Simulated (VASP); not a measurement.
The system is Ru.

```xyz
2
Lattice="2.7039 0.0000 0.0000 -1.3519 2.3416 0.0000 0.0000 0.0000 4.2817" Properties=species:S:1:pos:R:3 pbc="T T T"
Ru    0.0000    1.5611    1.0704
Ru    1.3519    0.7805    3.2113
```

| Quantity | Value |
| --- | --- |
| Program | VASP 6.6.1 |
| Task | relaxation of cell and atoms |
| Functional | RPBE |
| Potentials or basis | VASP PAW PBE potentials, release 64 (Ru_pv) |
| Cutoff | 600 eV |
| k mesh | 13 × 13 × 8 |
| Occupations | fermi-dirac, width 0.1 eV |
| Spin | no spin polarisation |

At the start: pressure 9.5 GPa; volume 13.55 Å³/atom.

Task: Where does the relaxation end?

Result: Over 9 steps the energy falls by 12.3 meV/atom and the volume is 13.97 Å³/atom (+3.1 %); space group P6_3/mmc (No. 194, to 0.05 Å).

The path:
| step | energy change (eV) | largest force (eV/Å) | pressure (GPa) | volume (Å³) |
| --- | --- | --- | --- | --- |
| 1 | 0.0000 | 0.0000 | 9.54 | 27.11 |
| 2 | 0.1440 | 0.0000 | -20.15 | 30.40 |
| 3 | -0.0243 | 0.0000 | -0.38 | 27.97 |
| 4 | -0.0243 | 0.0000 | -0.09 | 27.94 |
| 5 | -0.0243 | 0.0000 | 0.09 | 27.93 |
| 6 | -0.0245 | 0.0000 | 0.22 | 27.92 |
| 7 | -0.0246 | 0.0000 | 0.17 | 27.92 |
| 8 | -0.0246 | 0.0000 | -0.33 | 27.97 |
| 9 | -0.0246 | 0.0000 | 0.01 | 27.94 |

Final structure:
```yaml
crystal:
  lattice:
    - [2.73633, 0.00000, 0.00000]
    - [-1.36816, 2.36973, 0.00000]
    - [0.00000, 0.00000, 4.30860]
  atoms:
    - { symbol: Ru, position: [0.33333, 0.66667, 0.25000] }
    - { symbol: Ru, position: [0.66667, 0.33333, 0.75000] }
```

Caveat: the PAW data sets were made with another functional, which shifts forces and pressure a little.
